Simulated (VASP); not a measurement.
# NiGe (P1) in VASP: single point with PBEsol

Aim: the single point of NiGe with PBEsol.

Everything below comes from runs of VASP 6.6.1. Logs are shortened: lines on timing, memory, paths and dates and some standing lists are left out, and cuts for length are marked.

## 1. The cell of the first run

The typed cell holds 8 atoms: a = 5.311 Å, b = 3.440 Å, c = 5.739 Å, α = 90.00°, β = 90.00°, γ = 90.00°.

## 2. Single point, PBEsol (atoms moved at random)

INCAR

```
SYSTEM = NiGe
PREC     = Accurate       ! precision mode
ENCUT    = 520            ! plane-wave cutoff, eV
EDIFF    = 1E-7           ! SCF threshold, eV
ISMEAR   = 0              ! smearing method
SIGMA    = 0.15           ! smearing width, eV
LREAL    = .FALSE.        ! projectors in reciprocal space
LASPH    = .TRUE.         ! aspherical terms in the spheres
NELM     = 60             ! most SCF steps
ALGO     = Fast           ! electronic algorithm
ISIF     = 2              ! what is computed and relaxed
LWAVE    = .FALSE.        ! write WAVECAR
LCHARG   = .FALSE.        ! write CHGCAR
GGA      = PS             ! functional
NBANDS   = 58             ! bands
```

KPOINTS

```
regular mesh
0
G
  6 10 6
  0 0 0
```

POSCAR

```
NiGe
1.0
    5.3107947965      0.0000000000      0.0000000000
    0.0000000000      3.4400167657      0.0000000000
    0.0000000000      0.0000000000      5.7392574950
Ni Ge
4 4
Direct
    1.0381350056      0.7968278717      0.1711756916
   -0.0041511865      0.2809825762      0.8393606365
    0.5595544371      0.2309206762      0.6766579291
    0.4822254433      0.6893810269      0.3385310491
    0.7743391955      0.7709117599      0.5740459782
    0.1522449074      0.2632040552      0.4062130358
    0.6701191469      0.2401361982      0.0563422196
    0.3275330507      0.7276358359      0.9376734600
```

Potentials or basis: VASP PAW PBE potentials, release 64 (Ni, Ge_d).

Launch:

```bash
cat potpaw_PBE.64/Ni/POTCAR potpaw_PBE.64/Ge_d/POTCAR > POTCAR
mpirun -np 1 vasp_std > vasp.out
```

OUTCAR:

```text
SYSTEM = NiGe
   PREC = Accurate
   ENCUT = 520
   EDIFF = 1E-7
   ISMEAR = 0
   LREAL = .FALSE.
   LASPH = .TRUE.
   NELM = 60
   ISIF = 2
   GGA = PS

 ion  position               nearest neighbor table
   1  0.038  0.797  0.171-   8 2.05   6 2.18   6 2.36   2 2.54   7 2.57   4 2.57   2 2.61   5 2.70
                             7 2.81
   2  0.996  0.281  0.839-   7 2.14   8 2.40   3 2.50   1 2.54   5 2.56   5 2.60   1 2.61   6 2.62
                             8 2.65
   3  0.560  0.231  0.677-   5 2.04   7 2.26   5 2.26   2 2.50   4 2.53   8 2.58   8 2.60   6 2.66
                             4 2.72
   4  0.482  0.689  0.339-   5 2.08   6 2.32   8 2.45   7 2.45   3 2.53   1 2.57   6 2.67   7 2.68
                             3 2.72
   5  0.774  0.771  0.574-   3 2.04   4 2.08   3 2.26   2 2.56   2 2.60   1 2.70   6 2.80   6 2.83

   6  0.152  0.263  0.406-   1 2.18   4 2.32   1 2.36   2 2.62   3 2.66   4 2.67   5 2.80   5 2.83

   7  0.670  0.240  0.056-   2 2.14   3 2.26   4 2.45   1 2.57   8 2.57   8 2.62   4 2.68   1 2.81

   8  0.328  0.728  0.938-   1 2.05   2 2.40   4 2.45   7 2.57   3 2.58   3 2.60   7 2.62   2 2.65

  LATTYP: Found a simple orthorhombic cell.
 ALAT       =     3.4400167657
 B/A-ratio  =     1.5438281724
 C/A-ratio  =     1.6683806754

  Lattice vectors:

 A1 = (   0.0000000000,  -3.4400167657,   0.0000000000)
 A2 = (   5.3107947965,   0.0000000000,   0.0000000000)
 A3 = (   0.0000000000,   0.0000000000,   5.7392574950)

Analysis of symmetry for initial positions (statically):
=====================================================================
 Subroutine PRICEL returns:
 Original cell was already a primitive cell.

 Routine SETGRP: Setting up the symmetry group for a
 simple orthorhombic supercell.

 Subroutine GETGRP returns: Found  1 space group operations
 (whereof  1 operations were pure point group operations)
 out of a pool of  8 trial point group operations.

The static configuration has the point symmetry C_1 .

Analysis of symmetry for dynamics (positions and initial velocities):
=====================================================================
 Subroutine PRICEL returns:
 Original cell was already a primitive cell.

 Routine SETGRP: Setting up the symmetry group for a
 simple orthorhombic supercell.

 Subroutine GETGRP returns: Found  1 space group operations
 (whereof  1 operations were pure point group operations)
 out of a pool of  8 trial point group operations.

The dynamic configuration has the point symmetry C_1 .

 Subroutine INISYM returns: Found  1 space group operations
 (whereof  1 operations are pure point group operations),
 and found     1 'primitive' translations

----------------------------------------------------------------------------------------

                                     Primitive cell

  volume of cell :     104.8518

  direct lattice vectors                    reciprocal lattice vectors
     5.310794796  0.000000000  0.000000000     0.188295733  0.000000000  0.000000000
     0.000000000  3.440016766  0.000000000     0.000000000  0.290696258  0.000000000
     0.000000000  0.000000000  5.739257495     0.000000000  0.000000000  0.174238567

  length of vectors
     5.310794796  3.440016766  5.739257495     0.188295733  0.290696258  0.174238567

  position of ions in fractional coordinates (direct lattice)
     0.038135006  0.796827872  0.171175692
     0.995848813  0.280982576  0.839360636
     0.559554437  0.230920676  0.676657929
     0.482225443  0.689381027  0.338531049
     0.774339195  0.770911760  0.574045978
     0.152244907  0.263204055  0.406213036
     0.670119147  0.240136198  0.056342220
     0.327533051  0.727635836  0.937673460

  ion indices of the primitive-cell ions
   primitive index   ion index
                 1           1
                 2           2
                 3           3
                 4           4
                 5           5
                 6           6
                 7           7
                 8           8

----------------------------------------------------------------------------------------

 KPOINTS: regular mesh

Automatic generation of k-mesh.
 Grid dimensions read from file:
 generate k-points for:    6   10    6

 Generating k-lattice:

  Cartesian coordinates                     Fractional coordinates (reciprocal lattice)
     0.031382622  0.000000000  0.000000000     0.166666667  0.000000000  0.000000000
     0.000000000  0.029069626  0.000000000     0.000000000  0.100000000  0.000000000
     0.000000000  0.000000000  0.029039761     0.000000000  0.000000000  0.166666667

  Length of vectors
     0.031382622  0.029069626  0.029039761

  Shift w.r.t. Gamma in fractional coordinates (k-lattice)
     0.000000000  0.000000000  0.000000000

 Subroutine IBZKPT returns following result:
 ===========================================

 Found    184 irreducible k-points:

 Following reciprocal coordinates:
            Coordinates               Weight
  0.000000  0.000000  0.000000      1.000000
  0.166667  0.000000  0.000000      2.000000
  0.333333  0.000000  0.000000      2.000000
  0.500000  0.000000  0.000000      1.000000
  0.000000  0.100000  0.000000      2.000000
  0.166667  0.100000  0.000000      2.000000
[... 16 lines left out ...]
  0.000000  0.400000  0.000000      2.000000
  0.166667  0.400000  0.000000      2.000000
 [... further k-points ...]
   k-points           NKPTS =    184   k-points in BZ     NKDIM =    184   number of bands    NBANDS=     58
   number of dos      NEDOS =    301   number of ions     NIONS =      8
   total plane-waves  NPLWV =  53760
   dimension x,y,z NGX =    40 NGY =   28 NGZ =   48
   dimension x,y,z NGXF=    80 NGYF=   56 NGZF=   96
   ions per type =               4   4
   NGX,Y,Z   is equivalent  to a cutoff of  12.52, 13.53, 13.90 a.u.
   NGXF,Y,Z  is equivalent  to a cutoff of  25.04, 27.06, 27.81 a.u.
 SYSTEM =  NiGe
   PREC   = accura    normal or accurate (medium, high low for compatibility)
   ISTART =      0    job   : 0-new  1-cont  2-samecut
   ICHARG =      2    charge: 1-file 2-atom 10-const
   ISPIN  =      1    spin polarized calculation?
   LNONCOLLINEAR =      F non collinear calculations
   LSORBIT =      F    spin-orbit coupling
   LASPH  =      T    aspherical Exc in radial PAW
   ENCUT  =  520.0 eV  38.22 Ry    6.18 a.u.   9.87  6.40 10.67*2*pi/ulx,y,z
   NELM   =     60;   NELMIN=  2; NELMDL= -5     # of ELM steps
   EDIFF  = 0.1E-06   stopping-criterion for ELM
   LREAL  =      F    real-space projection
   EDIFFG = 0.1E-05   stopping-criterion for IOM
   NSW    =      0    number of steps for IOM
   IBRION =     -1    ionic relax: 0-MD 1-quasi-New 2-CG
   NFREE  =      0    steps in history (QN), initial steepest desc. (CG)
   ISIF   =      2    stress and relaxation
   ISYM   =      2    0-nonsym 1-usesym 2-fastsym
   POTIM  = 0.5000    time-step for ionic-motion
   TEBEG  =    0.0;   TEEND  =   0.0 temperature during run
   PSTRESS=    0.0 pullay stress
   NELECT =      96.0000    total number of electrons
   NUPDOWN=      -1.0000    fix difference up-down
   EMIN   =  10.00;   EMAX   =-10.00  energy-range for DOS
   EFERMI =   0.00;   METHOD = LEGACY
   ISMEAR =     0;   SIGMA  =   0.15  broadening in eV -4-tet -1-fermi 0-gaus
   EFERMI_NEDOS =   21; number of points for ismear=-14 and -15
   IALGO  =     68    algorithm
   IMIX   =      4    mixing-type and parameters
     AMIX     =   0.40;   BMIX     =  1.00
     AMIX_MAG =   1.60;   BMIX_MAG =  1.00
  volume/ion in A,a.u.               =      13.11        88.45
  Fermi-wavevector in a.u.,A,eV,Ry     =   1.589669  3.004038 34.382559  2.527047
  Thomas-Fermi vector in A             =   2.688483
   LORBIT       =      0    0 simple, 1 ext, 2 COOP (PROOUT), +10 PAW based schemes
   GGA     = PS    functional components
   LHFCALC =     F    Hartree Fock is set to
   AEXX    =    0.0000 exact exchange contribution
   IVDW    =     0    specifies the selected vdW correction
   LEPSILON=     F    determine dielectric tensor
   LRPA    =     F    only Hartree local field effects (RPA)
 non-spin polarized calculation
 RMM-DIIS sequential band-by-band and
 Gauss-broadening in eV      SIGMA  =   0.15
  energy-cutoff  :      520.00
  volume of cell :      104.85
 maximum number of plane-waves:      2847
   NGX = 19   NGY = 13   NGZ = 21

 number of electron      95.9999992 magnetization

 Free energy of the ion-electron system (eV)
  ---------------------------------------------------
  ext. energy  EPLUGINS =         0.00000000
  ---------------------------------------------------
  free energy    TOTEN  =       -44.47896351 eV

  energy without entropy =      -44.44847673  energy(sigma->0) =      -44.46372012

 E-fermi :   9.0165     XC(G=0): -12.7828

 val. band max:        9.0152399838   @ k =  -0.1667   0.4000  -0.3333
 cond. band min:       9.0203096714   @ k =   0.1667   0.4000   0.3333
 fundamental gap:      0.0050696876
 Fermi energy:         9.0164623765

 k-point     1 :       0.0000    0.0000    0.0000
  band No.  band energies     occupation
      1     -15.6960      2.00000
      2     -15.6414      2.00000
      3     -15.6237      2.00000
      4     -15.6175      2.00000
      5     -15.6022      2.00000
      6     -15.5780      2.00000
[... 50 lines left out ...]
     57      16.0276      0.00000
     58      16.3752      0.00000

 k-point     2 :       0.1667    0.0000    0.0000
  band No.  band energies     occupation
      1     -15.6957      2.00000
      2     -15.6410      2.00000
      3     -15.6234      2.00000
      4     -15.6175      2.00000
      5     -15.6025      2.00000
      6     -15.5781      2.00000
[... 50 lines left out ...]
     57      15.4837      0.00000
     58      16.3482      0.00000
[... 1279 lines left out ...]
     57      13.4154      0.00000
     58      14.3974      0.00000

 k-point    24 :       0.1667    0.4000    0.0000
  band No.  band energies     occupation
      1     -15.6641      2.00000
      2     -15.6277      2.00000
      3     -15.6199      2.00000
      4     -15.6136      2.00000
      5     -15.5983      2.00000
      6     -15.5793      2.00000
[... 50 lines left out ...]
     57      13.7737      0.00000
     58      15.3072      0.00000

 [... further k-points ...]

------------------------ aborting loop because EDIFF is reached ----------------------------------------

  FORCE on cell =-STRESS in cart. coord.  units (eV):
  Direction    XX          YY          ZZ          XY          YZ          ZX
  --------------------------------------------------------------------------------------
  -------------------------------------------------------------------------------------
  Total       12.5151376      6.0508087      7.7051987     -0.9598265      2.7998154     -1.8168036
  in kB      191.2363393     92.4587921    117.7385373    -14.6665358     42.7823059    -27.7614897
  external PRESSURE =     133.8112229 kB  Pullay stress =       0.0000000 kB

 VOLUME and BASIS-vectors are now :
 -----------------------------------------------------------------------------
  energy-cutoff  :      520.00
  volume of cell :      104.85
      direct lattice vectors                 reciprocal lattice vectors
     5.310794796  0.000000000  0.000000000     0.188295733  0.000000000  0.000000000
     0.000000000  3.440016766  0.000000000     0.000000000  0.290696258  0.000000000
     0.000000000  0.000000000  5.739257495     0.000000000  0.000000000  0.174238567

 POSITION                                       TOTAL-FORCE (eV/Angst)
 -----------------------------------------------------------------------------------
      0.20253      2.74110      0.98242        -3.721201     -0.787562      1.562129
      5.28875      0.96658      4.81731         1.776833     -0.098901     -1.990003
      2.97168      0.79437      3.88351        -4.410823      1.848972      0.575459
      2.56100      2.37148      1.94292        -1.194781      0.704696     -2.551309
      4.11236      2.65195      3.29460         5.083266     -1.887646      0.819191
      0.80854      0.90543      2.33136         1.178649      0.356149      1.582385
      3.55887      0.82607      0.32336        -0.041936     -0.300466      2.858356
      1.73946      2.50308      5.38155         1.329994      0.164758     -2.856208
 -----------------------------------------------------------------------------------
    total drift:                               -0.001267      0.000172     -0.000018

  FREE ENERGIE OF THE ION-ELECTRON SYSTEM (eV)
  ---------------------------------------------------
  free  energy   TOTEN  =       -44.4789635125 eV

  energy  without entropy=      -44.4484767348  energy(sigma->0) =      -44.46372012
```

It took 39 min on 1 thread of Oxide Virtual Turin-like, shared host; peak memory 0.8 GiB.

Results:

* Free energy: -44.4790 eV
* Pressure: 13.4 GPa
* Largest force: 5.484 eV/Å
* Band gap on the k mesh: zero (bands 48 and 49 overlap by 2.05 eV)

Forces in eV/Å, atoms in the order of the input:
```
Ni  -3.721 -0.788  1.562
Ni   1.777 -0.099 -1.990
Ni  -4.411  1.849  0.575
Ni  -1.195  0.705 -2.551
Ge   5.083 -1.888  0.819
Ge   1.179  0.356  1.582
Ge  -0.042 -0.300  2.858
Ge   1.330  0.165 -2.856
```

Stress tensor (GPa, compression positive):
```
19.12 -1.47 -2.78
-1.47  9.25  4.28
-2.78  4.28 11.77
```

Levels at points of the mesh, in eV from the Fermi level:
```
           k point  band 46  band 47  band 48  band 49  band 50  band 51
(0.00, 0.00, 0.00)    -1.08    -0.80    -0.41     0.32     0.91     3.36
(0.50, 0.00, 0.00)    -1.43     0.72     0.84     1.18     1.61     3.04
(0.00, 0.50, 0.00)    -1.26    -1.11    -0.82    -0.72    -0.56     1.62
(0.50, 0.50, 0.00)    -1.41    -1.34    -1.28     0.13     0.26     0.56
(0.00, 0.00, 0.50)    -1.11    -0.45     0.11     0.87     1.66     2.56
(0.50, 0.00, 0.50)    -0.71     0.09     1.30     1.81     2.07     2.45
(0.00, 0.50, 0.50)    -1.33    -1.29    -1.01     0.20     0.33     0.63
(0.50, 0.50, 0.50)    -1.45    -1.35    -1.25     2.22     2.28     2.54
```

Caveat: the cell differs from its parent crystal (atoms moved at random); the stress differs along the axes, from 9 to 19 GPa; the PAW data sets were made with another functional, which shifts forces and pressure a little. Spin polarisation is off, so any magnetic state and its effect on volume and gap are missing.
